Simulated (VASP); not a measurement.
Input of a VASP 6.6.1 run:

POSCAR

```
ZnS
1.0
    3.8109987816      0.0000000000      0.0000000000
   -1.9054993908      3.3004217586      0.0000000000
    0.0000000000      0.0000000000      6.2340000000
Zn S
2 2
Direct
    0.3333333333      0.6666666667      0.0000000000
    0.6666666667      0.3333333333      0.5000000000
    0.2485248358      0.5757691930      0.3850000000
    0.6666666667      0.3333333333      0.8850000000
```

Contents of INCAR.step1:

```
SYSTEM = ZnS
  ALGO = Normal
  EDIFF = 1E-4
  ENCUT = 520
  GGA = PE
  ISMEAR = 0
  LASPH = .TRUE.
  LCHARG = .FALSE.
  LREAL = .FALSE.
  LWAVE = .TRUE.
  NBANDS = 26
  NELM = 60
  PREC = Accurate
  SIGMA = 0.05
```

File INCAR.step2:

```
SYSTEM = ZnS
  ALGO = Normal
  EDIFF = 1E-6
  ENCUT = 520
  ISIF = 2
  ISMEAR = 0
  ISTART = 1
  LASPH = .TRUE.
  LCHARG = .FALSE.
  LMIXTAU = .TRUE.
  LREAL = .FALSE.
  LWAVE = .FALSE.
  METAGGA = R2SCAN
  NBANDS = 26
  NELM = 60
  PREC = Accurate
  SIGMA = 0.05
```

Contents of KPOINTS:

```
k-points
0
G
  6 6 4
  0 0 0
```

Potentials or basis: VASP PAW PBE potentials, release 64 (Zn, S).

Run with:

```bash
$ cat potpaw_PBE.64/Zn/POTCAR potpaw_PBE.64/S/POTCAR > POTCAR
$ cp INCAR.step1 INCAR
$ mpirun -np 1 vasp_std > vasp.out
$ cp INCAR.step2 INCAR
$ mpirun -np 1 vasp_std > vasp.out
```

What does it give for the largest force?

3.196 eV/Å.

Predict the band gap on the k mesh.

2.74 eV.

What does it give for the pressure?

2.5 GPa.

Forces on the atoms (eV/Å):
```
Zn  -0.063 -0.098  0.370
Zn  -2.237 -1.510  1.022
S    2.427  1.760 -1.106
S   -0.127 -0.152 -0.286
```

Caveat: the cell differs from its parent crystal (atom 3 (S) moved by (-0.150, -0.300) A along x and y); the stress differs along the axes, from -0 to 8 GPa; the PAW data sets were made with another functional, which shifts forces and pressure a little.
